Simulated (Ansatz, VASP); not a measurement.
# Two plane-wave programs on Hg

```
CELL_PARAMETERS angstrom
0.00000 2.26902 2.26902
2.26902 0.00000 2.26902
2.26902 2.26902 0.00000
ATOMIC_POSITIONS crystal
Hg 0.00000 0.00000 0.00000
```

Alike in both runs: functional PBEsol; k mesh 8 × 8 × 8; occupations gaussian, width 0.1 eV; no spin polarisation.

Ansatz relaxed the structure, and its values are those at the end. VASP's run is a single point on that final structure, the one shown.

```csv
,VASP,Ansatz
version,VASP 6.6.1,Ansatz 0.2.0
potentials or method,"VASP PAW PBE potentials, release 64 (Hg), cutoff 520 eV","scalar-relativistic, plane waves, PAW"
valence electrons in the cell,12,20
```

```tsv
	VASP	Ansatz	Ansatz less VASP
gap on the k mesh at the Fermi level (eV)	none	none	-
pressure (GPa)	0.5	0.1	-0.37
```

VASP's potentials were made for PBE, not for PBEsol. A gap of «none» marks a metal or a gap that the smearing closes. VASP's potentials hold 12 valence electrons a cell and Ansatz's 20, so a difference there can come from the potentials and not from the codes.

Spin-orbit coupling is off throughout.
